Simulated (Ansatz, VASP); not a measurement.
**SiC: VASP beside Ansatz**

INCAR

```
PREC = Accurate ; ENCUT = 600
EDIFF = 1E-6 ; ISMEAR = 0
SIGMA = 0.05 ; LREAL = False
LASPH = True ; NELM = 120
ALGO = Normal ; ISIF = 2
LWAVE = False ; LCHARG = True
GGA = PE ; LELF = True
LVHAR = True ; NBANDS = 11
GGA_COMPAT = False
```

Contents of KPOINTS:

```
Automatic mesh
0
Gamma
  4 4 4
```

POSCAR

```
SiC
1.0
    0.0000000000      2.1740000000      2.1740000000
    2.1740000000      0.0000000000      2.1740000000
    2.1740000000      2.1740000000      0.0000000000
Si C
1 1
Direct
   -0.0689972401     -0.0689972401     -0.1261564254
    0.7500000000      0.7500000000      0.7500000000
```

Input for Ansatz:

```yaml
crystal:
  lattice:
    - [0.0, 2.174, 2.174]
    - [2.174, 0.0, 2.174]
    - [2.174, 2.174, 0.0]
  atoms:
    - { symbol: Si, position: [-0.0689972401, -0.0689972401, -0.1261564254] }
    - { symbol: C, position: [0.75, 0.75, 0.75] }
basis:
  ecutwfc: 420
kpoints:
  mp_grid: { grid: [4, 4, 4] }
hamiltonian:
  xc: pbe
scf:
  occupations: { method: gaussian, width: 0.05 }
output:
  forces: true
  stress: true
  eigenvalues: true
```

Alike in both runs: task single point; functional PBE; k mesh 4 × 4 × 4; occupations gaussian, width 0.05 eV; no spin polarisation.

|  | VASP | Ansatz |
| --- | --- | --- |
| version | VASP 6.6.1 | Ansatz 0.2.0 |
| potentials or method | VASP PAW PBE potentials, release 64 (Si, C), cutoff 600 eV | scalar-relativistic, plane waves, PAW |
| valence electrons in the cell | 8 | 8 |

|  | VASP | Ansatz | Ansatz less VASP |
| --- | --- | --- | --- |
| gap on the k mesh at the Fermi level (eV) | 0.19 | 0.25 | +0.052 |
| least direct gap on the mesh (eV) | 2.64 | 2.66 | +0.019 |
| rms of the force components (eV/Å) | 31.603 | 32.219 | +0.6155 |

Atom by atom the forces differ by 0.616 eV/Å (rms over components).

The k mesh is coarse, so the values compare programs but aren't converged.
